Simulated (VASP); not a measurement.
A run of VASP 6.6.1 is set up as follows.

File INCAR:

```
SYSTEM = BeTe
  PREC = Accurate
  ENCUT = 600
  EDIFF = 1E-6
  ISMEAR = 0
  SIGMA = 0.1
  LREAL = .False.
  LASPH = .True.
  NELM = 100
  ALGO = Normal
  ISIF = 3
  LWAVE = .False.
  LCHARG = .False.
  GGA = PE
  IBRION = 2
  NSW = 100
  EDIFFG = -0.01
```

KPOINTS

```
regular mesh
0
Gamma
  18 18 16
  0 0 0
```

File POSCAR:

```
BeTe
1.0
    3.7201430011      0.0000000000      0.0000000000
   -1.8600715005      3.2217383447      0.0000000000
    0.0000000000      0.0000000000      3.3593829890
Be Te
1 1
Direct
    0.6666666667      0.3333333333      0.5000000000
    0.3333333333      0.6666666667      0.0000000000
```

Potentials or basis: VASP PAW PBE potentials, release 64 (Be, Te).

Run with:

```console
$ cat potpaw_PBE.64/Be/POTCAR potpaw_PBE.64/Te/POTCAR > POTCAR
$ mpirun -np 1 vasp_std > vasp.out
```

Q: What does it give for the relaxed volume?

A: 20.20 Å³/atom.

Q: What does it give for the relaxed cell?

A: a = 3.723 Å, b = 3.723 Å, c = 3.366 Å, α = 90.00°, β = 90.00°, γ = 120.00°.

Q: Estimate the band gap on the k mesh.

A: Zero (band 4 reaches 8.36 eV, above the bottom of band 5 at 5.53 eV).

Final structure:
```
CELL_PARAMETERS angstrom
3.72306 0.00000 0.00000
-1.86153 3.22426 0.00000
0.00000 0.00000 3.36580
ATOMIC_POSITIONS crystal
Be 0.66667 0.33333 0.50000
Te 0.33333 0.66667 0.00000
```

Caveat: spin-orbit coupling is left out, which moves the levels of the heavy elements.
